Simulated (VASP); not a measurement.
Write the native input for VASP 6.6.1 that does the following.

| Property | Result |
| --- | --- |
| Task | relaxation of cell and atoms |
| Functional | PBE |
| Potentials or basis | VASP PAW PBE potentials, release 64 (Li_sv, H) |
| Cutoff | 600 eV |
| k mesh | 10 × 10 × 10 |
| Occupations | gaussian, width 0.02 eV |
| Spin | no spin polarisation |
| Dipole correction | no |
| Further INCAR settings | ALGO = Normal; EDIFF = 1e-07; IBRION = 2; EDIFFG = -0.005; NSW = 100; ISIF = 3 |

The structure of LiH lies in POSCAR:

```
LiH
1.0
    0.0000000000      2.0367500000      2.0367500000
    2.0367500000      0.0000000000      2.0367500000
    2.0367500000      2.0367500000      0.0000000000
Li H
1 1
Direct
    0.0000000000      0.0000000000      0.0000000000
    0.5000000000      0.5000000000      0.5000000000
```

One way to write it, as run:

INCAR

```
SYSTEM = LiH
PREC = Accurate
ENCUT = 600
EDIFF = 1E-7
ISMEAR = 0
SIGMA = 0.02
LREAL = .False.
LASPH = .True.
NELM = 60
ALGO = Normal
ISIF = 3
LWAVE = .False.
LCHARG = .False.
GGA = PE
IBRION = 2
NSW = 100
EDIFFG = -0.005
```

KPOINTS

```
Automatic mesh
0
Gamma
  10 10 10
  0 0 0
```

Potentials or basis: VASP PAW PBE potentials, release 64 (Li_sv, H).

Run with:

```console
$ cat potpaw_PBE.64/Li_sv/POTCAR potpaw_PBE.64/H/POTCAR > POTCAR
$ mpirun -np 1 vasp_std > vasp.out
```

Results of the run:

```json
{
 "Relaxed volume": "7.98 Å³/atom",
 "Relaxed cell": "a = 2.826 Å, b = 2.826 Å, c = 2.826 Å, α = 60.00°, β = 60.00°, γ = 60.00°",
 "Space group after relaxing (to 0.05 Å)": "Fm-3m (No. 225)",
 "Energy gained by relaxing": "2.8 meV/atom",
 "Ionic steps": "3",
 "Pressure after relaxing": "0.0 GPa",
 "Band gap on the k mesh": "2.97 eV, direct"
}
```

Caveat: the cutoff is under 1.25 times the usual one of these potentials, so pressure, stress and relaxed cells hold a basis-set (Pulay) error.

It took 8.4 s on 1 thread of Intel(R) Xeon(R) Platinum 8559C (Emerald Rapids), on a shared host, peak memory 0.13 GiB.
